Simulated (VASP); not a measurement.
Input of a VASP 6.6.1 run:

File POSCAR:

```
Nb
1.0
    0.0000000000      2.1150000000      2.1150000000
    2.1150000000      0.0000000000      2.1150000000
    2.1150000000      2.1150000000      0.0000000000
Nb
1
Direct
    0.0000000000      0.0000000000      0.0000000000
```

INCAR.step1

```
ALGO = Normal
EDIFF = 1E-5
ENCUT = 520
GGA = PE
ISIF = 2
ISMEAR = -1
LASPH = True
LREAL = False
LWAVE = True
NBANDS = 12
NELM = 100
PREC = Accurate
SIGMA = 0.05
```

The input INCAR.step2:

```
AEXX = 1.0
AGGAC = 0.0
ALDAC = 0.0
ALGO = Normal
EDIFF = 1E-6
ENCUT = 520
GGA = PE
ISIF = 2
ISMEAR = -1
ISTART = 1
LASPH = True
LCHARG = True
LELF = True
LHFCALC = True
LREAL = False
LVHAR = True
LWAVE = False
NBANDS = 12
NELM = 100
PREC = Accurate
PRECFOCK = Normal
SIGMA = 0.05
```

Contents of KPOINTS:

```
k-points
0
Gamma
  6 6 6
```

Potentials or basis: VASP PAW PBE potentials, release 64 (Nb_sv).

Command:

```bash
$ cat potpaw_PBE.64/Nb_sv/POTCAR > POTCAR
$ cp INCAR.step1 INCAR
$ mpirun -np 1 vasp_std > vasp.out
$ cp INCAR.step2 INCAR
$ mpirun -np 1 vasp_std > vasp.out
```

(1) Predict the band gap on the k mesh.

(2) Predict the pressure.

Results:

(1) zero (an odd number of electrons rules out a gap without spin polarisation).

(2) 4.6 GPa.

Caveat: the k points lie up to 0.43 Å⁻¹ apart, too coarse for converged energies and pressures of a metal; the PAW data sets were made with another functional, which shifts forces and pressure a little.
